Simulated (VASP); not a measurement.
## PbSe (Clausthalite): relaxation of volume and atoms at fixed shape with PBEsol

The system is PbSe (Clausthalite).

```
Pb Se
1.0
     0.00000    3.06065    3.06065
     3.06065    0.00000    3.06065
     3.06065    3.06065    0.00000
Pb Se
1 1
Cartesian
  0.0000 0.0000 0.0000
  3.0606 3.0606 3.0606
```

```yaml
Program: VASP 6.6.1
Task: relaxation of volume and atoms at fixed shape
Functional: PBEsol
Potentials_or_basis: VASP PAW PBE potentials, release 64 (Pb_d, Se)
Cutoff: 500 eV
k_mesh: 5 × 5 × 5
Occupations: gaussian, width 0.01 eV
Spin: no spin polarisation
Dipole_correction: no
Further_INCAR_settings: ALGO = Normal; EDIFF = 1e-07; IBRION = 2; EDIFFG = -0.02; NSW = 80; ISIF = 8
```

```json
{"Relaxed volume": "28.30 Å³/atom", "Relaxed cell": "a = 4.310 Å, b = 4.310 Å, c = 4.310 Å, α = 60.00°, β = 60.00°, γ = 60.00°", "Space group after relaxing (to 0.05 Å)": "Fm-3m (No. 225)", "Energy gained by relaxing": "0.8 meV/atom", "Ionic steps": "3", "Pressure after relaxing": "0.0 GPa"}
```

The path:
```tsv
step	energy change (eV)	largest force (eV/Å)	pressure (GPa)	volume (Å³)
1	0.0000	0.0000	-0.67	57.34
2	-0.0014	0.0000	0.24	56.35
3	-0.0016	0.0000	0.00	56.60
```

Final structure:
```
CELL_PARAMETERS angstrom
0.00000 3.04744 3.04744
3.04744 0.00000 3.04744
3.04744 3.04744 0.00000
ATOMIC_POSITIONS crystal
Pb 0.00000 0.00000 0.00000
Se 0.50000 0.50000 0.50000
```

Levels at points of the mesh, in eV from the Fermi level:
```tsv
k point	band 8	band 9	band 10	band 11	band 12	band 13
(0.00, 0.00, 0.00)	-1.65	-1.65	-1.65	4.99	4.99	4.99
```

Wall time 16 s on 1 thread of Intel(R) Xeon(R) Platinum 8375C CPU @ 2.90GHz (Ice Lake) (shared host), peak memory 0.18 GiB.

Caveat: this odd mesh misses L, where the gap lies, so gap, dielectric constants and Born charges aren't listed; the PAW data sets were made with another functional, which shifts forces and pressure a little; spin-orbit coupling is left out, which moves the levels of the heavy elements.
